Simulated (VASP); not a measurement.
Set up this calculation in VASP 6.6.1, as the native input.

```
Task                               : single point
Functional                         : HSE06
Potentials or basis                : VASP PAW PBE potentials, release 64 (B, P)
Cutoff                             : 520 eV
k mesh                             : 6 × 6 × 2
Occupations                        : fermi-dirac, width 0.02 eV
Spin                               : no spin polarisation
Dipole correction                  : no
Grid for exact exchange (PRECFOCK) : Normal
Further INCAR settings             : ALGO = Normal; EDIFF = 1e-07; NBANDS = 16
Screening parameter                : 0.2079 1/Å
```

Crystal: BP.

```xyz
4
Lattice="3.2010 0.0000 0.0000 -1.6005 2.7721 0.0000 0.0000 0.0000 9.1517" Properties=species:S:1:pos:R:3 pbc="T T T"
B     0.0000    1.8481    2.2879
B     1.6005    0.9240    6.8638
P     1.6005    0.9240    2.2879
P     0.0000    1.8481    6.8638
```

These files were run (other wordings do the same):

POSCAR

```
BP
1.0
    3.2009799495      0.0000000000      0.0000000000
   -1.6004899748      2.7721299533      0.0000000000
    0.0000000000      0.0000000000      9.1517183004
B P
2 2
Direct
    0.3333333333      0.6666666667      0.2500000000
    0.6666666667      0.3333333333      0.7500000000
    0.6666666667      0.3333333333      0.2500000000
    0.3333333333      0.6666666667      0.7500000000
```

INCAR.step1

```
  PREC = Accurate
  ENCUT = 520
  EDIFF = 1E-5
  ISMEAR = -1
  SIGMA = 0.02
  LREAL = F
  LASPH = T
  NELM = 60
  ALGO = Normal
  ISIF = 2
  LWAVE = T
  NBANDS = 16
  GGA = PE
```

INCAR.step2

```
  PREC = Accurate
  ENCUT = 520
  EDIFF = 1E-7
  ISMEAR = -1
  SIGMA = 0.02
  LREAL = F
  LASPH = T
  NELM = 60
  ALGO = Normal
  ISIF = 2
  LWAVE = F
  LCHARG = T
  GGA = PE
  LHFCALC = T
  HFSCREEN = 0.2079
  PRECFOCK = Normal
  LELF = T
  LVHAR = T
  NBANDS = 16
  ISTART = 1
```

KPOINTS

```
regular mesh
0
Gamma
  6 6 2
```

Potentials or basis: VASP PAW PBE potentials, release 64 (B, P).

Command:

```bash
$ cat potpaw_PBE.64/B/POTCAR potpaw_PBE.64/P/POTCAR > POTCAR
$ cp INCAR.step1 INCAR
$ mpirun -np 1 vasp_std > vasp.out
$ cp INCAR.step2 INCAR
$ mpirun -np 1 vasp_std > vasp.out
```

It gave:

```json
{
 "Pressure": "-0.3 GPa",
 "Band gap on the k mesh": "1.34 eV, direct"
}
```

Caveat: the PAW data sets were made with another functional, which shifts forces and pressure a little; this functional lacks dispersion, which binds the layers, so the pressure and a relaxed spacing across them are unreliable.

Run time: 12 min on 1 thread of Oxide Virtual Turin-like Processor (shared host), peak memory 0.27 GiB.
